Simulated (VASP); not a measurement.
# HfN: single point with BLYP+D3(BJ)

Crystal: HfN.

```
Hf N
1.0
     3.13316    0.00000    0.00000
    -1.56658    2.71340    0.00000
     0.00000    0.00000    5.45028
Hf N
2 2
Direct
  0.66667 0.33333 0.75000
  0.33333 0.66667 0.25000
  0.00000 0.00000 0.00000
  0.00000 0.00000 0.50000
```

```
Program                : VASP 6.6.1
Task                   : single point
Functional             : BLYP
Dispersion             : D3(BJ)
Potentials or basis    : VASP PAW PBE potentials, release 64 (Hf_pv, N)
Cutoff                 : 520 eV
k mesh                 : 8 × 8 × 4
Occupations            : methfessel-paxton, width 0.1 eV
Spin                   : no spin polarisation
Dipole correction      : no
Further INCAR settings : ALGO = Normal; EDIFF = 1e-07; NBANDS = 23
```

- Pressure: -1.3 GPa
- Band gap on the k mesh: zero (band 15 reaches 10.16 eV, above the bottom of band 16 at 7.97 eV)
- Dispersion energy per atom: -0.900 eV

Stress tensor (GPa, compression positive):
```
-1.28  0.00  0.00
 0.00 -1.28  0.00
 0.00  0.00 -1.44
```

Levels at points of the mesh, in eV from the Fermi level:
```
           k point  band 13  band 14  band 15  band 16  band 17  band 18
(0.00, 0.00, 0.00)    -3.45    -1.68    -0.49     0.86     0.86     1.43
(0.50, 0.00, 0.00)    -3.10    -2.52    -2.37     2.49     2.95     4.53
(0.00, 0.00, 0.50)    -4.20    -4.20     1.91     1.91     2.94     2.94
(0.50, 0.00, 0.50)    -4.30    -4.30    -0.06    -0.06     4.80     4.80
```

Wall time 62 s on 1 thread of Intel Xeon 8259CL, with other jobs on the host, peak memory 0.19 GiB.

Caveat: the PAW data sets were made with another functional, which shifts forces and pressure a little; spin-orbit coupling is left out, which moves the levels of the heavy elements; pairwise dispersion overbinds metals, which lowers pressure and volume.
